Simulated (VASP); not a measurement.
# NdCr2B2 (P1) in VASP: single point with PBE+U

Aim: the single point of NdCr2B2 with PBE+U.

Program: VASP 6.6.1. These are calculated values, not measurements. Logs are shortened: lines on timing, memory, paths and dates and some standing lists are left out, and cuts for length are marked.

## Step 1: The cell of the first run

The typed cell holds 5 atoms: a = 3.541 Å, b = 3.741 Å, c = 5.640 Å, α = 71.34°, β = 73.41°, γ = 89.82°.

## Step 2: Single point, PBE+U, collinear spin, ferrimagnetic start

File INCAR:

```
SYSTEM = NdCr2B2
PREC = Accurate ; ENCUT = 520
EDIFF = 1E-6 ; ISMEAR = -1
SIGMA = 0.1 ; LREAL = .FALSE.
LASPH = .TRUE. ; NELM = 150
ALGO = Normal ; ISIF = 2
LWAVE = .FALSE. ; LCHARG = .FALSE.
ISPIN = 2 ; MAGMOM = -3.47 3.37 3.23 -0.01 -0.02
LORBIT = 11 ; LMAXMIX = 6
LDAU = .TRUE. ; LDAUTYPE = 2
LDAUL = 2 3 -1 ; LDAUU = 6.4 5.71 0
LDAUJ = 0 0 0 ; LDAUPRINT = 1
GGA = PE ; NBANDS = 34
```

File KPOINTS:

```
Automatic mesh
0
Gamma
  5 5 4
  0 0 0.5
```

File POSCAR:

```
NdCr2B2
1.0
    0.0054900000      3.5403610000      0.0588860000
    3.7407650000      0.0054900000      0.0261010000
    1.8373840000      1.6922850000     -5.0571590000
Cr Nd B
2 1 2
Direct
    0.7841520000      0.3014230000      0.4806720000
    0.1873620000      0.7583420000      0.4596290000
    0.0316460000      0.9945170000      0.9719820000
    0.3769690000      0.3671340000      0.2500380000
    0.6791110000      0.6236640000      0.7619320000
```

Potentials or basis: VASP PAW PBE potentials, release 64 (Cr_pv, Nd, B).

The run is started by

```console
$ cat potpaw_PBE.64/Cr_pv/POTCAR potpaw_PBE.64/Nd/POTCAR potpaw_PBE.64/B/POTCAR > POTCAR
$ mpirun -np 1 vasp_std > vasp.out
```

OUTCAR:

```text
SYSTEM = NdCr2B2
   PREC = Accurate
   ENCUT = 520
   EDIFF = 1E-6
   ISMEAR = -1
   LREAL = .FALSE.
   LASPH = .TRUE.
   NELM = 150
   ISIF = 2
   ISPIN = 2
   LORBIT = 11
   GGA = PE

 ion  position               nearest neighbor table
   1  0.784  0.301  0.481-   4 2.10   4 2.17   2 2.18   5 2.23   5 2.49   2 2.49   2 2.72   2 2.99
                             3 3.02   3 3.09   3 3.14   3 3.31
   2  0.187  0.758  0.460-   5 2.03   4 2.15   1 2.18   4 2.21   1 2.49   1 2.72   3 2.82   1 2.99
                             3 3.19   3 3.26   3 3.32
   3  0.032  0.995  0.972-   5 2.61   5 2.75   2 2.82   5 2.84   4 2.86   1 3.02   1 3.09   1 3.14
                             2 3.19   2 3.26   1 3.31   2 3.32
   4  0.377  0.367  0.250-   1 2.10   2 2.15   1 2.17   2 2.21   3 2.86
   5  0.679  0.624  0.762-   2 2.03   1 2.23   1 2.49   3 2.61   3 2.75   3 2.84

  LATTYP: Found a triclinic cell.
 ALAT       =     3.7408600866
 B/A-ratio  =     2.0842034333
 C/A-ratio  =     4.4148553004
 COS(alpha) =     0.0017649605
 COS(beta)  =     0.6722160891
 COS(gamma) =     0.7281509755

  Lattice vectors:

 A1 = (  -3.7407650000,  -0.0054900000,  -0.0261010000)
 A2 = (  -5.6441460000,   1.6813050000,  -5.1093610000)
 A3 = ( -11.1617880000,  -6.9359110000,  10.0032300000)

Analysis of symmetry for initial positions (statically):
=====================================================================
 Subroutine PRICEL returns:
 Original cell was already a primitive cell.

 Routine SETGRP: Setting up the symmetry group for a
 triclinic supercell.

 Subroutine GETGRP returns: Found  1 space group operations
 (whereof  1 operations were pure point group operations)
[... 280 lines left out ...]
  o =  0.0091  v =  0.0000  0.0000  0.0000  0.0000  0.0000  0.0000  0.0000  0.0918  0.2363 -0.1834  0.0382  0.4208 -0.3446  0.7777      0.0000  0.0000  0.0000  0.0000  0.0000  0.0000  0.0000  0.0000  0.0000  0.0000  0.0000  0.0000  0.0000  0.0000
  o =  0.0096  v =  0.0000  0.0000  0.0000  0.0000  0.0000  0.0000  0.0000 -0.0589  0.3058  0.1700  0.3770  0.3750  0.7656  0.0719      0.0000  0.0000  0.0000  0.0000  0.0000  0.0000  0.0000  0.0000  0.0000  0.0000  0.0000  0.0000  0.0000  0.0000
  o =  0.0108  v =  0.0000  0.0000  0.0000  0.0000  0.0000  0.0000  0.0000 -0.3646  0.0615  0.3495 -0.8073  0.0780  0.2106  0.1975      0.0000  0.0000  0.0000  0.0000  0.0000  0.0000  0.0000  0.0000  0.0000  0.0000  0.0000  0.0000  0.0000  0.0000
  o =  0.9725  v =  0.0000  0.0000  0.0000  0.0000  0.0000  0.0000  0.0000  0.1580 -0.7122  0.0780 -0.0623  0.6621 -0.0012 -0.1396      0.0000  0.0000  0.0000  0.0000  0.0000  0.0000  0.0000  0.0000  0.0000  0.0000  0.0000  0.0000  0.0000  0.0000
  o =  0.9737  v =  0.0000  0.0000  0.0000  0.0000  0.0000  0.0000  0.0000  0.6944  0.1340  0.6914 -0.0268 -0.0952 -0.0985  0.0495      0.0000  0.0000  0.0000  0.0000  0.0000  0.0000  0.0000  0.0000  0.0000  0.0000  0.0000  0.0000  0.0000  0.0000
  o =  0.9753  v =  0.0000  0.0000  0.0000  0.0000  0.0000  0.0000  0.0000 -0.5880 -0.0183  0.5667  0.4046  0.0840 -0.4009 -0.0344      0.0000  0.0000  0.0000  0.0000  0.0000  0.0000  0.0000  0.0000  0.0000  0.0000  0.0000  0.0000  0.0000  0.0000

 number of electron      43.9999999 magnetization      -3.3405692

 Free energy of the ion-electron system (eV)
  ---------------------------------------------------
  ext. energy  EPLUGINS =         0.00000000
  ---------------------------------------------------
  free energy    TOTEN  =       -26.81648167 eV

  energy without entropy =      -26.71798979  energy(sigma->0) =      -26.76723573

 E-fermi :   7.3255     XC(G=0): -11.8933

 val. band max:        7.3217487738   @ k =   0.4000   0.0000   0.3750
 cond. band min:       7.3269215216   @ k =   0.4000   0.4000   0.3750
 fundamental gap:      0.0051727478
 Fermi energy:         7.3255407598

 spin component 1

 k-point     1 :       0.0000   -0.0000    0.1250
  band No.  band energies     occupation
      1     -36.4331      1.00000
      2     -36.3202      1.00000
      3     -36.2478      1.00000
      4     -32.7981      1.00000
      5     -32.7597      1.00000
      6     -32.6521      1.00000
[... 1769 lines left out ...]
     33      12.0630      0.00000
     34      12.5272      0.00000

 [... further k-points ...]
[... 5 lines left out ...]
  --------------------------------------------------------------------------------------
  -------------------------------------------------------------------------------------
  Total       12.7105677     12.2623743     10.6130696      1.8185555      0.1458376     -0.8700395
  in kB      301.6221966    290.9865530    251.8484975     43.1543823      3.4607313    -20.6460666
  external PRESSURE =     281.4857490 kB  Pullay stress =       0.0000000 kB

 VOLUME and BASIS-vectors are now :
 -----------------------------------------------------------------------------
  energy-cutoff  :      520.00
  volume of cell :       67.52
      direct lattice vectors                 reciprocal lattice vectors
     0.005490000  3.540361000  0.058886000    -0.001065425  0.280901706  0.093611482
     3.740765000  0.005490000  0.026101000     0.266656663 -0.002013719  0.096208741
     1.837384000  1.692285000 -5.057159000     0.001363862  0.003260451 -0.196152909

 POSITION                                       TOTAL-FORCE (eV/Angst)
 -----------------------------------------------------------------------------------
      2.01504      3.59127     -2.37679        -2.674906     -3.553369     -1.037323
      3.68232      1.44532     -2.29359         2.295443      4.628185     -0.250438
      5.50633      1.76237     -4.88765         0.591080     -0.245785      0.085429
      1.83485      1.75976     -1.23270        -0.445379      0.960054      3.279043
      3.73667      3.69713     -3.79694         0.233762     -1.789085     -2.076711
 -----------------------------------------------------------------------------------
    total drift:                               -0.000278      0.000068     -0.001085

  FREE ENERGIE OF THE ION-ELECTRON SYSTEM (eV)
  ---------------------------------------------------
  free  energy   TOTEN  =       -26.8164816723 eV

  energy  without entropy=      -26.7179897907  energy(sigma->0) =      -26.76723573

 total charge

# of ion       s       p       d       f       tot
--------------------------------------------------
    1        0.396   6.371   4.299   0.000  11.066
    2        0.406   6.378   4.324   0.000  11.108
    3        1.996   5.381   0.720   2.990  11.087
    4        0.738   1.043   0.000   0.000   1.780
    5        0.743   0.999   0.000   0.000   1.741
--------------------------------------------------
tot          4.278  20.171   9.343   2.990  36.782

 magnetization (x)

# of ion       s       p       d       f       tot
--------------------------------------------------
    1       -0.044  -0.049  -3.617   0.000  -3.711
    2        0.053   0.040   3.574   0.000   3.667
    3        0.012   0.102  -0.083  -2.922  -2.891
    4        0.007  -0.009   0.000   0.000  -0.002
    5        0.003  -0.027   0.000   0.000  -0.024
--------------------------------------------------
tot          0.031   0.057  -0.127  -2.922  -2.961
```

Run time: 32 min. Hardware: 1 thread of AMD EPYC 7R13 (Zen 3), shared host; peak memory 0.32 GiB.

What came out:

| Property | Result |
| --- | --- |
| Free energy | -26.8165 eV |
| Pressure | 28.1 GPa |
| Largest force | 5.172 eV/Å |
| Net moment | -3.34 μB per cell |
| Site moments | Cr -3.71, +3.67; Nd -2.89; B -0.00, -0.02 μB |
| Valence electrons inside the program's atomic spheres | Cr 11.07, 11.11; Nd 11.09; B 1.78, 1.74 |

Forces in eV/Å, atoms in the order of the input:
```
Cr  -2.675 -3.553 -1.037
Cr   2.295  4.628 -0.250
Nd   0.591 -0.246  0.085
B   -0.445  0.960  3.279
B    0.234 -1.789 -2.077
```

Levels at points of the mesh, in eV from the Fermi level:
Spin up:
```
           k point  band 18  band 19  band 20  band 21  band 22  band 23
(0.00, 0.00, 0.12)    -1.87    -0.62     0.06     0.48     1.79     2.13
```
Spin down:
```csv
k point,band 20,band 21,band 22,band 23,band 24,band 25,band 26,band 27,band 28,band 29
"(0.00, 0.00, 0.12)",-2.84,-1.91,-0.68,-0.40,0.35,1.32,1.92,2.31,2.53,2.58
```

Eigenvalues of the final occupation matrices:
| site | spin | trace | eigenvalues |
| --- | --- | --- | --- |
| site 1 d | 1 | 0.35 | 0.05 0.06 0.07 0.08 0.09 |
| site 1 d | 2 | 3.98 | 0.72 0.74 0.79 0.86 0.88 |
| site 2 d | 1 | 3.97 | 0.69 0.76 0.80 0.85 0.87 |
| site 2 d | 2 | 0.38 | 0.05 0.06 0.07 0.10 0.11 |
| site 3 f | 1 | 0.03 | 0.00 0.00 0.00 0.01 0.01 0.01 0.01 |
| site 3 f | 2 | 2.96 | 0.01 0.01 0.01 0.01 0.97 0.97 0.98 |

Caveat: the k points lie up to 0.37 Å⁻¹ apart; the magnetic or orbital state may not be the lowest; spin-orbit coupling is left out, which moves the levels of the heavy elements; forces of over 1 eV/Å act on the atoms, so gaps and moduli don't describe the material at rest. The state reached can hang on the start; a lower one may exist.
